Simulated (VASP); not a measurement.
Write the native input for VASP 6.6.1 that does the following.

- Task: single point
- Functional: PBE
- Potentials or basis: VASP PAW PBE potentials, release 64 (Zn)
- Cutoff: 500 eV
- k mesh: 10 × 10 × 10
- Occupations: fermi-dirac, width 0.05 eV
- Spin: no spin polarisation
- Dipole correction: no
- Further INCAR settings: ALGO = Normal; EDIFF = 1e-06; NBANDS = 12

The structure of Zn lies in POSCAR:

```
Zn
1.0
   -1.5103973420      1.5103973420      1.5103973420
    1.5103973420     -1.5103973420      1.5103973420
    1.5103973420      1.5103973420     -1.5103973420
Zn
1
Direct
    0.0000000000      0.0000000000      0.0000000000
```

This isn't the form of Zn at room conditions, which is hcp.

The input as run:

INCAR

```
SYSTEM = Zn
ALGO = Normal
EDIFF = 1E-6
ENCUT = 500
GGA = PE
GGA_COMPAT = .FALSE.
ISIF = 2
ISMEAR = -1
LASPH = .TRUE.
LCHARG = .FALSE.
LREAL = .FALSE.
LWAVE = .FALSE.
NBANDS = 12
NELM = 120
PREC = Accurate
SIGMA = 0.05
```

KPOINTS

```
k-points
0
G
  10 10 10
  0 0 0
```

Potentials or basis: VASP PAW PBE potentials, release 64 (Zn).

Run with:

```console
$ cat potpaw_PBE.64/Zn/POTCAR > POTCAR
$ mpirun -np 1 vasp_std > vasp.out
```

Results of the run:

```
Pressure               : 10.5 GPa
Band gap on the k mesh : zero (bands 6 and 7 overlap by 5.16 eV)
```

Caveat: the cell stands under pressure.

Run time: 3 s on 1 thread of Intel(R) Xeon(R) 6975P-C (Granite Rapids), on a shared host, peak memory 0.12 GiB.
